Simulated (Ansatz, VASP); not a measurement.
# One calculation of BN, two programs

INCAR

```
PREC = Accurate
ENCUT = 520
EDIFF = 1E-7
ISMEAR = 0
SIGMA = 0.05
LREAL = False
LASPH = True
NELM = 60
ALGO = Normal
ISIF = 2
LWAVE = False
LCHARG = False
GGA = PE
NBANDS = 16
```

The input KPOINTS:

```
regular mesh
0
Gamma
  12 12 4
```

Contents of POSCAR:

```
BN
1.0
    2.5121751215      0.0000000000      0.0000000000
   -1.2560875608      2.1756074740      0.0000000000
    0.0000000000      0.0000000000      8.3436910039
B N
2 2
Direct
    0.3333333333      0.6666666667      0.2500000000
    0.6666666667      0.3333333333      0.7500000000
    0.3601002414      0.5935381140      0.7500000000
    0.6666666667      0.3333333333      0.2500000000
```

Input for Ansatz:

```yaml
crystal:
  lattice:
    - [2.5121751215, 0.0, 0.0]
    - [-1.2560875608, 2.175607474, 0.0]
    - [0.0, 0.0, 8.3436910039]
  atoms:
    - { symbol: B, position: [0.3333333333, 0.6666666667, 0.25] }
    - { symbol: B, position: [0.6666666667, 0.3333333333, 0.75] }
    - { symbol: "N", position: [0.3601002414, 0.593538114, 0.75] }
    - { symbol: "N", position: [0.6666666667, 0.3333333333, 0.25] }
basis:
  ecutwfc: 420
kpoints:
  mp_grid: { grid: [12, 12, 4] }
hamiltonian:
  xc: pbe
scf:
  occupations: { method: gaussian, width: 0.05 }
output:
  forces: true
  stress: true
  eigenvalues: true
```

Alike in both runs: task single point; functional PBE; k mesh 12 × 12 × 4; occupations gaussian, width 0.05 eV; no spin polarisation.

|  | VASP | Ansatz |
| --- | --- | --- |
| version | VASP 6.6.1 | Ansatz 0.2.0 |
| potentials or method | VASP PAW PBE potentials, release 64 (B, N), cutoff 520 eV | scalar-relativistic, plane waves, PAW |
| valence electrons in the cell | 16 | 16 |

Ansatz gave:

* gap on the k mesh at the Fermi level (eV): 2.75
* least direct gap on the mesh (eV): 3.41
* pressure (GPa): 9.1
* traceless stress, the component that is largest in VASP (GPa): 13.89
* rms of the force components (eV/Å): 5.083

Task: What did VASP give for the same quantities?

Result: gap on the k mesh at the Fermi level (eV): 2.74; least direct gap on the mesh (eV): 3.41; pressure (GPa): 9.1; traceless stress, the component that is largest in VASP (GPa): 13.99; rms of the force components (eV/Å): 5.089.

Atom by atom the forces differ by 0.006 eV/Å (rms over components). The functional is the same, so the differences come from potentials, cutoffs and numerics.
